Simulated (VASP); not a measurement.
# RbBr (Cm) in VASP: a series of runs

The runs below take RbBr through single point, with PBEsol.

Program: VASP 6.6.1. These are calculated values, not measurements. Logs are shortened: lines on timing, memory, paths and dates and some standing lists are left out, and cuts for length are marked.

## Step 1: The cell of the first run

Symmetry: Cm, No. 8, monoclinic system. The conventional cell has a = 5.835 Å, b = 5.835 Å, c = 4.126 Å, α = 90.00°, β = 90.00°, γ = 90.00°. Rb (site symmetry m) has 8 Br at 3.16 to 3.99 Å and 6 Rb at 4.13 Å within 4.2 Å. Br (site symmetry m) has 8 Rb at 3.16 to 3.99 Å and 6 Br at 4.13 Å within 4.2 Å.

## Step 2: Single point, PBEsol (atom 1 (Rb) moved by (-0.300, -0.300) A along [1 1 0] and z)

The input, INCAR:

```
SYSTEM = RbBr
PREC = Accurate
ENCUT = 520
EDIFF = 1E-6
ISMEAR = 0
SIGMA = 0.05
LREAL = .False.
LASPH = .True.
NELM = 60
ALGO = Normal
ISIF = 2
LWAVE = .False.
LCHARG = .True.
GGA = PS
LELF = .True.
LVHAR = .True.
NBANDS = 15
```

The input, KPOINTS:

```
regular mesh
0
Gamma
  6 6 6
  0 0 0
```

The input, POSCAR:

```
RbBr
1.0
    4.1260773000      0.0000000000      0.0000000000
    0.0000000000      4.1260773000      0.0000000000
    0.0000000000      0.0000000000      4.1260773000
Rb Br
1 1
Direct
   -0.0514125206     -0.0514125206     -0.0727082840
    0.5000000000      0.5000000000      0.5000000000
```

Potentials or basis: VASP PAW PBE potentials, release 64 (Rb_sv, Br).

Started as:

```sh
cat potpaw_PBE.64/Rb_sv/POTCAR potpaw_PBE.64/Br/POTCAR > POTCAR
mpirun -np 1 vasp_std > vasp.out
```

OUTCAR:

```text
SYSTEM = RbBr
   PREC = Accurate
   ENCUT = 520
   EDIFF = 1E-6
   ISMEAR = 0
   LREAL = .False.
   LASPH = .True.
   NELM = 60
   ISIF = 2
   GGA = PS

 ion  position               nearest neighbor table
   1  0.949  0.949  0.927-   2 3.16   2 3.42   2 3.42   2 3.53   2 3.67   2 3.77   2 3.77   2 3.99

   2  0.500  0.500  0.500-   1 3.16   1 3.42   1 3.42   1 3.53   1 3.67   1 3.77   1 3.77   1 3.99

  LATTYP: Found a simple cubic cell.
 ALAT       =     4.1260773000

  Lattice vectors:

 A1 = (   4.1260773000,   0.0000000000,   0.0000000000)
 A2 = (   0.0000000000,   4.1260773000,   0.0000000000)
 A3 = (   0.0000000000,   0.0000000000,   4.1260773000)

Analysis of symmetry for initial positions (statically):
=====================================================================
 Subroutine PRICEL returns:
 Original cell was already a primitive cell.

 Routine SETGRP: Setting up the symmetry group for a
 simple cubic supercell.

 Subroutine GETGRP returns: Found  2 space group operations
 (whereof  2 operations were pure point group operations)
 out of a pool of 48 trial point group operations.

The static configuration has the point symmetry C_1h.

Analysis of symmetry for dynamics (positions and initial velocities):
=====================================================================
 Subroutine PRICEL returns:
 Original cell was already a primitive cell.

 Routine SETGRP: Setting up the symmetry group for a
 simple cubic supercell.

 Subroutine GETGRP returns: Found  2 space group operations
 (whereof  2 operations were pure point group operations)
 out of a pool of 48 trial point group operations.

The dynamic configuration has the point symmetry C_1h.

 Subroutine INISYM returns: Found  2 space group operations
 (whereof  2 operations are pure point group operations),
 and found     1 'primitive' translations

----------------------------------------------------------------------------------------

                                     Primitive cell

  volume of cell :      70.2445

  direct lattice vectors                    reciprocal lattice vectors
     4.126077300  0.000000000  0.000000000     0.242360947  0.000000000  0.000000000
     0.000000000  4.126077300  0.000000000     0.000000000  0.242360947  0.000000000
     0.000000000  0.000000000  4.126077300     0.000000000  0.000000000  0.242360947

  length of vectors
     4.126077300  4.126077300  4.126077300     0.242360947  0.242360947  0.242360947

  position of ions in fractional coordinates (direct lattice)
     0.948587479  0.948587479  0.927291716
     0.500000000  0.500000000  0.500000000

  ion indices of the primitive-cell ions
   primitive index   ion index
                 1           1
                 2           2

----------------------------------------------------------------------------------------

 KPOINTS: regular mesh

Automatic generation of k-mesh.
 Grid dimensions read from file:
 generate k-points for:    6    6    6

 Generating k-lattice:

  Cartesian coordinates                     Fractional coordinates (reciprocal lattice)
     0.040393491  0.000000000  0.000000000     0.166666667  0.000000000  0.000000000
     0.000000000  0.040393491  0.000000000     0.000000000  0.166666667  0.000000000
     0.000000000  0.000000000  0.040393491     0.000000000  0.000000000  0.166666667

  Length of vectors
     0.040393491  0.040393491  0.040393491

  Shift w.r.t. Gamma in fractional coordinates (k-lattice)
     0.000000000  0.000000000  0.000000000

 Subroutine IBZKPT returns following result:
 ===========================================

 Found     68 irreducible k-points:

 Following reciprocal coordinates:
            Coordinates               Weight
  0.000000  0.000000  0.000000      1.000000
  0.166667  0.000000  0.000000      4.000000
  0.000000  0.000000  0.166667      2.000000
  0.333333  0.000000  0.000000      4.000000
  0.000000  0.000000  0.333333      2.000000
  0.500000  0.000000  0.000000      2.000000
[... 16 lines left out ...]
 -0.333333  0.333333  0.000000      2.000000
 -0.333333  0.000000  0.333333      4.000000
 [... further k-points ...]
   k-points           NKPTS =     68   k-points in BZ     NKDIM =     68   number of bands    NBANDS=     15
   number of dos      NEDOS =    301   number of ions     NIONS =      2
   total plane-waves  NPLWV =  32768
   dimension x,y,z NGX =    32 NGY =   32 NGZ =   32
   dimension x,y,z NGXF=    64 NGYF=   64 NGZF=   64
   ions per type =               1   1
   NGX,Y,Z   is equivalent  to a cutoff of  12.89, 12.89, 12.89 a.u.
   NGXF,Y,Z  is equivalent  to a cutoff of  25.79, 25.79, 25.79 a.u.
 SYSTEM =  RbBr
   PREC   = accura    normal or accurate (medium, high low for compatibility)
   ISTART =      0    job   : 0-new  1-cont  2-samecut
   ICHARG =      2    charge: 1-file 2-atom 10-const
   ISPIN  =      1    spin polarized calculation?
   LNONCOLLINEAR =      F non collinear calculations
   LSORBIT =      F    spin-orbit coupling
   LASPH  =      T    aspherical Exc in radial PAW
   ENCUT  =  520.0 eV  38.22 Ry    6.18 a.u.   7.67  7.67  7.67*2*pi/ulx,y,z
   NELM   =     60;   NELMIN=  2; NELMDL= -5     # of ELM steps
   EDIFF  = 0.1E-05   stopping-criterion for ELM
   LREAL  =      F    real-space projection
   EDIFFG = 0.1E-04   stopping-criterion for IOM
   NSW    =      0    number of steps for IOM
   IBRION =     -1    ionic relax: 0-MD 1-quasi-New 2-CG
   NFREE  =      0    steps in history (QN), initial steepest desc. (CG)
   ISIF   =      2    stress and relaxation
   ISYM   =      2    0-nonsym 1-usesym 2-fastsym
   POTIM  = 0.5000    time-step for ionic-motion
   TEBEG  =    0.0;   TEEND  =   0.0 temperature during run
   PSTRESS=    0.0 pullay stress
   NELECT =      16.0000    total number of electrons
   NUPDOWN=      -1.0000    fix difference up-down
   EMIN   =  10.00;   EMAX   =-10.00  energy-range for DOS
   EFERMI =   0.00;   METHOD = LEGACY
   ISMEAR =     0;   SIGMA  =   0.05  broadening in eV -4-tet -1-fermi 0-gaus
   EFERMI_NEDOS =   21; number of points for ismear=-14 and -15
   IALGO  =     38    algorithm
   IMIX   =      4    mixing-type and parameters
     AMIX     =   0.40;   BMIX     =  1.00
     AMIX_MAG =   1.60;   BMIX_MAG =  1.00
  volume/ion in A,a.u.               =      35.12       237.02
  Fermi-wavevector in a.u.,A,eV,Ry     =   0.999795  1.889338 13.600238  0.999589
  Thomas-Fermi vector in A             =   2.132108
   LORBIT       =      0    0 simple, 1 ext, 2 COOP (PROOUT), +10 PAW based schemes
   GGA     = PS    functional components
   LHFCALC =     F    Hartree Fock is set to
   AEXX    =    0.0000 exact exchange contribution
   IVDW    =     0    specifies the selected vdW correction
   LEPSILON=     F    determine dielectric tensor
   LRPA    =     F    only Hartree local field effects (RPA)
 non-spin polarized calculation
 Gauss-broadening in eV      SIGMA  =   0.05
  energy-cutoff  :      520.00
  volume of cell :       70.24
 maximum number of plane-waves:      1924
   NGX = 15   NGY = 15   NGZ = 15

 number of electron      16.0000002 magnetization

 Free energy of the ion-electron system (eV)
  ---------------------------------------------------
  ext. energy  EPLUGINS =         0.00000000
  ---------------------------------------------------
  free energy    TOTEN  =        -6.22093407 eV

  energy without entropy =       -6.22093407  energy(sigma->0) =       -6.22093407

 E-fermi :  -0.5630     XC(G=0):  -8.0858

 val. band max:       -0.8361700164   @ k =   0.5000   0.5000   0.0000
 cond. band min:       3.1455321181   @ k =   0.0000   0.0000   0.0000
 fundamental gap:      3.9817021345
 Fermi energy:        -0.5629839946

 k-point     1 :       0.0000    0.0000    0.0000
  band No.  band energies     occupation
      1     -25.7442      2.00000
      2     -13.4540      2.00000
      3      -9.7452      2.00000
      4      -9.7439      2.00000
      5      -9.7395      2.00000
      6      -1.0176      2.00000
      7      -1.0008      2.00000
      8      -0.9354      2.00000
      9       3.1455      0.00000
     10       4.8080      0.00000
     11       4.9174      0.00000
     12       9.0865      0.00000
     13       9.2777      0.00000
     14       9.2899      0.00000
     15      11.1045      0.00000

 k-point     2 :       0.1667    0.0000    0.0000
  band No.  band energies     occupation
      1     -25.7388      2.00000
      2     -13.4540      2.00000
      3      -9.7912      2.00000
      4      -9.7316      2.00000
      5      -9.7205      2.00000
      6      -1.4763      2.00000
      7      -1.0112      2.00000
      8      -0.9700      2.00000
      9       3.7957      0.00000
     10       5.0372      0.00000
     11       5.3934      0.00000
     12       8.9518      0.00000
     13       9.0410      0.00000
     14       9.4342      0.00000
     15      10.0911      0.00000

 k-point     3 :       0.0000    0.0000    0.1667
  band No.  band energies     occupation
      1     -25.7388      2.00000
      2     -13.4523      2.00000
      3      -9.7865      2.00000
      4      -9.7323      2.00000
      5      -9.7270      2.00000
      6      -1.4832      2.00000
      7      -1.0035      2.00000
      8      -0.9698      2.00000
      9       3.7923      0.00000
     10       4.9732      0.00000
     11       5.4868      0.00000
     12       8.9819      0.00000
     13       9.0584      0.00000
     14       9.3602      0.00000
     15      10.2467      0.00000
[... 343 lines left out ...]
 k-point    23 :      -0.3333    0.3333    0.0000
  band No.  band energies     occupation
      1     -25.7126      2.00000
      2     -13.3573      2.00000
      3     -10.0043      2.00000
      4      -9.8736      2.00000
      5      -9.6883      2.00000
      6      -1.9474      2.00000
      7      -1.6675      2.00000
      8      -0.9034      2.00000
      9       4.9684      0.00000
     10       5.7160      0.00000
     11       7.3931      0.00000
     12       7.8468      0.00000
     13       8.4664      0.00000
     14       8.5838      0.00000
     15       9.9292      0.00000

 k-point    24 :      -0.3333    0.0000    0.3333
  band No.  band energies     occupation
      1     -25.7127      2.00000
      2     -13.3596      2.00000
      3     -10.0034      2.00000
      4      -9.8678      2.00000
      5      -9.6845      2.00000
      6      -1.9458      2.00000
      7      -1.6689      2.00000
      8      -0.9241      2.00000
      9       4.9971      0.00000
     10       5.6909      0.00000
     11       7.3970      0.00000
     12       7.7726      0.00000
     13       8.4266      0.00000
     14       8.5099      0.00000
     15      10.0317      0.00000

 [... further k-points ...]

------------------------ aborting loop because EDIFF is reached ----------------------------------------

  FORCE on cell =-STRESS in cart. coord.  units (eV):
  Direction    XX          YY          ZZ          XY          YZ          ZX
  --------------------------------------------------------------------------------------
  -------------------------------------------------------------------------------------
  Total        0.1907309      0.1907309      0.1428718      0.2471232      0.3125888      0.3125888
  in kB        4.3503027      4.3503027      3.2587046      5.6365326      7.1297109      7.1297109
  external PRESSURE =       3.9864367 kB  Pullay stress =       0.0000000 kB

 VOLUME and BASIS-vectors are now :
 -----------------------------------------------------------------------------
  energy-cutoff  :      520.00
  volume of cell :       70.24
      direct lattice vectors                 reciprocal lattice vectors
     4.126077300  0.000000000  0.000000000     0.242360947  0.000000000  0.000000000
     0.000000000  4.126077300  0.000000000     0.000000000  0.242360947  0.000000000
     0.000000000  0.000000000  4.126077300     0.000000000  0.000000000  0.242360947

 POSITION                                       TOTAL-FORCE (eV/Angst)
 -----------------------------------------------------------------------------------
      3.91395      3.91395      3.82608         0.231670      0.231670      0.287899
      2.06304      2.06304      2.06304        -0.231670     -0.231670     -0.287899
 -----------------------------------------------------------------------------------
    total drift:                                0.000014      0.000014      0.000046

  FREE ENERGIE OF THE ION-ELECTRON SYSTEM (eV)
  ---------------------------------------------------
  free  energy   TOTEN  =        -6.2209340717 eV

  energy  without entropy=       -6.2209340717  energy(sigma->0) =       -6.22093407
```

It took 65 s on 1 thread of Intel Xeon 8259CL, shared host; peak memory 0.22 GiB.

Results:

```yaml
Free_energy: -6.2209 eV
Pressure: 0.4 GPa
Largest_force: 0.436 eV/Å
Band_gap_on_the_k_mesh: 3.98 eV (least direct gap 4.08 eV)
```

Forces in eV/Å, atoms in the order of the input:
```
Rb   0.232  0.232  0.288
Br  -0.232 -0.232 -0.288
```

Levels at points of the mesh, in eV from the valence-band top:
```
           k point  band 5  band 6  band 7  band 8  band 9  band 10  band 11  band 12
(0.00, 0.00, 0.00)   -8.90   -0.18   -0.16   -0.10    3.98     5.64     5.75     9.92
(0.50, 0.00, 0.00)   -8.86   -1.69   -0.20   -0.16    6.69     6.91     7.51     8.19
(0.00, 0.00, 0.50)   -8.86   -1.69   -0.19   -0.18    6.67     6.96     7.59     8.40
(0.50, 0.50, 0.00)   -8.83   -1.01   -1.01    0.00    5.32     6.30     8.01     8.08
(0.00, 0.50, 0.50)   -8.83   -1.03   -1.01   -0.02    5.31     6.24     7.99     8.11
(0.50, 0.50, 0.50)   -9.15   -1.30   -1.29   -1.22    7.70     7.86     8.04     9.56
```

Caveat: the cell differs from its parent crystal (atom 1 (Rb) moved by (-0.300, -0.300) A along [1 1 0] and z); the PAW data sets were made with another functional, which shifts forces and pressure a little.

(Part 1 of 2 ends here.)
